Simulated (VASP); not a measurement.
# Mg (P6_3/mmc) in VASP: notebook, part 2 of 2

VASP 6.6.1.

## (3) Single point, LDA

This run uses another cell than the first one, of 21.61 Å³/atom, 0.992 times its volume.

The input, INCAR:

```
SYSTEM = Mg
PREC     = Accurate       ! precision mode
ENCUT    = 600            ! plane-wave cutoff, eV
EDIFF    = 1E-6           ! SCF threshold, eV
ISMEAR   = -1             ! smearing method
SIGMA    = 0.05           ! smearing width, eV
LREAL    = .FALSE.        ! projectors in reciprocal space
LASPH    = .TRUE.         ! aspherical terms in the spheres
NELM     = 120            ! most SCF steps
ALGO     = Normal         ! electronic algorithm
ISIF     = 2              ! what is computed and relaxed
LWAVE    = .FALSE.        ! write WAVECAR
LCHARG   = .FALSE.        ! write CHGCAR
GGA      = CA             ! functional
NBANDS   = 9              ! bands
GGA_COMPAT= .FALSE.
```

The input, KPOINTS:

```
regular mesh
0
G
  8 8 4
  0 0 0
```

The input, POSCAR:

```
Mg
1.0
    3.1209650226      0.0000000000      0.0000000000
   -1.5604825113      2.7028349939      0.0000000000
    0.0000000000      0.0000000000      5.1229736290
Mg
2
Direct
    0.3333333333      0.6666666667      0.2500000000
    0.6666666667      0.3333333333      0.7500000000
```

Potentials or basis: VASP PAW LDA potentials, release 64 (Mg).

On the command line:

```
$ cat potpaw_LDA.64/Mg/POTCAR > POTCAR
$ mpirun -np 1 vasp_std > vasp.out
```

Wall time 7.9 s (1 thread of AMD EPYC 7R43 (Zen 3), shared host); peak memory 0.12 GiB.

It converged, with:

```yaml
Free_energy: -3.6450 eV
Pressure: -0.3 GPa
Band_gap_on_the_k_mesh: zero (band 2 reaches 3.84 eV, above the bottom of band 3 at 1.42 eV)
```

Levels at points of the mesh, in eV from the Fermi level:
```csv
k point,band 1,band 2,band 3,band 4,band 5
"(0.00, 0.00, 0.00)",-7.11,-1.74,-1.30,11.44,11.44
"(0.50, 0.00, 0.00)",-2.12,-2.08,2.80,3.13,3.41
"(0.00, 0.00, 0.50)",-5.68,-5.68,5.10,5.10,12.18
"(0.50, 0.00, 0.50)",-1.06,-1.06,-0.36,-0.36,8.31
```

## (4) Relaxation of cell and atoms, LDA

This run uses another cell than the first one, of 23.24 Å³/atom, 1.067 times its volume.

The input, INCAR:

```
SYSTEM = Mg
PREC = Accurate
ENCUT = 600
EDIFF = 1E-7
ISMEAR = -1
SIGMA = 0.05
LREAL = .False.
LASPH = .True.
NELM = 120
ALGO = Normal
ISIF = 3
LWAVE = .False.
LCHARG = .False.
IBRION = 2
NSW = 60
EDIFFG = -0.02
GGA_COMPAT = .False.
NELMIN = 4
```

The input, KPOINTS:

```
Automatic mesh
0
Gamma
  7 7 4
  0 0 0
```

The input, POSCAR:

```
Mg
1.0
    3.2093000000      0.0000000000      0.0000000000
   -1.6046500000      2.7793350000      0.0000000000
    0.0000000000      0.0000000000      5.2103000000
Mg
2
Direct
    0.3333333333      0.6666666667      0.2500000000
    0.6666666667      0.3333333333      0.7500000000
```

Potentials or basis: VASP PAW LDA potentials, release 64 (Mg).

On the command line:

```
$ cat potpaw_LDA.64/Mg/POTCAR > POTCAR
$ mpirun -np 1 vasp_std > vasp.out
```

OUTCAR:

```text
SYSTEM = Mg
   PREC = Accurate
   ENCUT = 600
   EDIFF = 1E-7
   ISMEAR = -1
   LREAL = .False.
   LASPH = .True.
   NELM = 120
   ISIF = 3
   IBRION = 2
   NSW = 60
   EDIFFG = -0.02
   NELMIN = 4

 ion  position               nearest neighbor table
   1  0.333  0.667  0.250-   2 3.20   2 3.20   2 3.20   2 3.20   2 3.20   2 3.20
   2  0.667  0.333  0.750-   1 3.20   1 3.20   1 3.20   1 3.20   1 3.20   1 3.20

  LATTYP: Found a hexagonal cell.
 ALAT       =     3.2093000000
 C/A-ratio  =     1.6235004518

  Lattice vectors:

 A1 = (   3.2093000000,   0.0000000000,   0.0000000000)
 A2 = (  -1.6046500000,   2.7793350000,   0.0000000000)
 A3 = (   0.0000000000,   0.0000000000,   5.2103000000)

Analysis of symmetry for initial positions (statically):
=====================================================================
 Subroutine PRICEL returns:
 Original cell was already a primitive cell.

 Routine SETGRP: Setting up the symmetry group for a
 hexagonal supercell.

 Subroutine GETGRP returns: Found 24 space group operations
 (whereof 12 operations were pure point group operations)
 out of a pool of 24 trial point group operations.

The static configuration has the point symmetry D_3d.
[... 150 lines left out ...]
 NGX is ok and might be reduce to    28
   NGX = 13   NGY = 13   NGZ = 21

--------------------------------------- Ionic step        1  -------------------------------------------

 number of electron       4.0000000 magnetization

 Free energy of the ion-electron system (eV)
  ---------------------------------------------------
  ext. energy  EPLUGINS =         0.00000000
  ---------------------------------------------------
  free energy    TOTEN  =        -3.61494718 eV

  energy without entropy =       -3.60754295  energy(sigma->0) =       -3.61124507

------------------------ aborting loop because EDIFF is reached ----------------------------------------

  FORCE on cell =-STRESS in cart. coord.  units (eV):
  Direction    XX          YY          ZZ          XY          YZ          ZX
  --------------------------------------------------------------------------------------
  -------------------------------------------------------------------------------------
  Total       -1.0215624     -1.0215622     -0.2381100      0.0000000     -0.0000000      0.0000000
  in kB      -35.2177456    -35.2177373     -8.2086971      0.0000000     -0.0000000      0.0000000
  external PRESSURE =     -26.2147267 kB  Pullay stress =       0.0000000 kB
[... 239 lines left out ...]
--------------------------------------- Ionic step        8  -------------------------------------------

 number of electron       4.0000000 magnetization

 Free energy of the ion-electron system (eV)
  ---------------------------------------------------
  ext. energy  EPLUGINS =         0.00000000
  ---------------------------------------------------
  free energy    TOTEN  =        -3.65655414 eV

  energy without entropy =       -3.64969020  energy(sigma->0) =       -3.65312217

 E-fermi :   2.7829     XC(G=0):  -8.8683

 val. band max:        2.7222767149   @ k =   0.4286   0.1429   0.5000
 cond. band min:       2.8605678310   @ k =   0.4286  -0.0000   0.2500
 fundamental gap:      0.1382911161
 Fermi energy:         2.7828504101

 k-point     1 :       0.0000    0.0000    0.0000
  band No.  band energies     occupation
      1      -4.3947      2.00000
      2       0.7776      2.00000
      3       1.0345      2.00000
      4      14.3971      0.00000
      5      14.5632      0.00000
      6      14.5632      0.00000
[... 234 lines left out ...]
  FREE ENERGIE OF THE ION-ELECTRON SYSTEM (eV)
  ---------------------------------------------------
  free  energy   TOTEN  =        -3.6565541439 eV

  energy  without entropy=       -3.6496901987  energy(sigma->0) =       -3.65312217

 reached required accuracy - stopping structural energy minimisation
```

Run time: 22 s. Hardware: 1 thread of AMD EPYC 7R43 (Zen 3), shared host; peak memory 0.13 GiB.

Results:

```yaml
Free_energy: -3.6566 eV
Relaxed_volume: 21.65 Å³/atom
Relaxed_cell: a = 3.083 Å, b = 3.083 Å, c = 5.263 Å, α = 90.00°, β = 90.00°, γ = 120.00°
Space_group_after_relaxing_to_0.05_Å: P6_3/mmc (No. 194)
Energy_gained_by_relaxing: 20.8 meV/atom
Ionic_steps: 8
Pressure_after_relaxing: -0.1 GPa
Band_gap_on_the_k_mesh: zero (band 2 reaches 3.50 eV, above the bottom of band 3 at 1.03 eV)
```

The path:
```tsv
step	energy change (eV)	largest force (eV/Å)	pressure (GPa)	volume (Å³)
1	0.0000	0.0000	-2.62	46.47
2	-0.0350	0.0000	-0.76	43.96
3	-0.0386	0.0000	0.10	43.03
4	-0.0386	0.0000	0.22	42.90
5	-0.0400	0.0000	0.12	43.03
6	-0.0412	0.0000	-0.17	43.43
7	-0.0415	0.0000	-0.05	43.26
8	-0.0416	0.0000	-0.08	43.31
```

Final structure:
```
Mg
1.0
     3.08256    0.00000    0.00000
    -1.54128    2.66958    0.00000
     0.00000    0.00000    5.26296
Mg
2
Direct
  0.33333 0.66667 0.25000
  0.66667 0.33333 0.75000
```

## (5) Relaxation of cell and atoms, LDA

The input, INCAR:

```
SYSTEM = Mg
  PREC = Accurate
  ENCUT = 600
  EDIFF = 1E-7
  ISMEAR = -1
  SIGMA = 0.05
  LREAL = .False.
  LASPH = .True.
  NELM = 120
  ALGO = Normal
  ISIF = 3
  LWAVE = .False.
  LCHARG = .False.
  IBRION = 2
  NSW = 60
  EDIFFG = -0.02
  GGA_COMPAT = .False.
  NELMIN = 4
```

The input, KPOINTS:

```
Automatic mesh
0
Gamma
  8 8 4
  0 0 0
```

The input, POSCAR:

```
Mg
1.0
    3.0878201011      0.0000000000      0.0000000000
   -1.5439100505      2.6741306499      0.0000000000
    0.0000000000      0.0000000000      5.2759947527
Mg
2
Direct
    0.3333333333      0.6666666667      0.2500000000
    0.6666666667      0.3333333333      0.7500000000
```

On the command line:

```
$ cat potpaw_LDA.64/Mg/POTCAR > POTCAR
$ mpirun -np 1 vasp_std > vasp.out
```

Wall time 12 s (1 thread of AMD EPYC 7R43 (Zen 3), shared host); peak memory 0.12 GiB.

The run converged. Its results:

| Quantity | Value |
| --- | --- |
| Free energy | -3.6454 eV |
| Relaxed volume | 21.44 Å³/atom |
| Relaxed cell | a = 3.111 Å, b = 3.111 Å, c = 5.114 Å, α = 90.00°, β = 90.00°, γ = 120.00° |
| Space group after relaxing (to 0.05 Å) | P6_3/mmc (No. 194) |
| Energy gained by relaxing | 7.9 meV/atom |
| Ionic steps | 3 |
| Pressure after relaxing | 0.0 GPa |
| Band gap on the k mesh | zero (band 2 reaches 3.89 eV, above the bottom of band 3 at 1.45 eV) |

Stress tensor (GPa, compression positive):
```
 0.02  0.00  0.00
 0.00  0.02  0.00
 0.00  0.00 -0.12
```

Step by step:
```
step  energy change (eV)  largest force (eV/Å)  pressure (GPa)  volume (Å³)
   1              0.0000                0.0000           -0.55        43.57
   2             -0.0143                0.0000           -0.19        43.08
   3             -0.0158                0.0000           -0.02        42.88
```

Final structure:
```
CELL_PARAMETERS angstrom
3.11148 0.00000 0.00000
-1.55574 2.69462 0.00000
0.00000 0.00000 5.11423
ATOMIC_POSITIONS crystal
Mg 0.33333 0.66667 0.25000
Mg 0.66667 0.33333 0.75000
```

Levels at points of the mesh, in eV from the Fermi level:
```csv
k point,band 1,band 2,band 3,band 4,band 5
"(0.00, 0.00, 0.00)",-7.14,-1.75,-1.31,11.51,11.51
"(0.50, 0.00, 0.00)",-2.13,-2.08,2.81,3.14,3.43
"(0.00, 0.00, 0.50)",-5.71,-5.71,5.11,5.11,12.25
"(0.50, 0.00, 0.50)",-1.06,-1.06,-0.35,-0.35,8.34
```

LDA usually gives volumes a few per cent too small. Zero-point motion and thermal expansion aren't in these numbers.

## (6) The runs side by side

| task | cell | k mesh | gap on the mesh (eV) | pressure (GPa) | relaxed volume (Å³/atom) |
| --- | --- | --- | --- | --- | --- |
| single point | a = 3.088, b = 3.088, c = 5.276 Å, angles 90.0, 90.0, 120.0°, 2 atoms | 7 × 7 × 4 | none | -0.3 | - |
| single point | a = 3.121, b = 3.121, c = 5.123 Å, angles 90.0, 90.0, 120.0°, 2 atoms | 8 × 8 × 4 | none | -0.3 | - |
| relaxation of cell and atoms | relaxed from a = 3.209, b = 3.209, c = 5.210 Å, angles 90.0, 90.0, 120.0°, 2 atoms | 7 × 7 × 4 | none | -0.1 | 21.65 |
| relaxation of cell and atoms | relaxed from a = 3.088, b = 3.088, c = 5.276 Å, angles 90.0, 90.0, 120.0°, 2 atoms | 8 × 8 × 4 | none | 0.0 | 21.44 |

Alike in all rows: level LDA; potentials or basis VASP PAW LDA potentials, release 64 (Mg); no spin polarisation; cutoff (eV) 600; smearing fermi-dirac 0.05 eV.

Absolute energies hang on the potentials; compare differences alone.
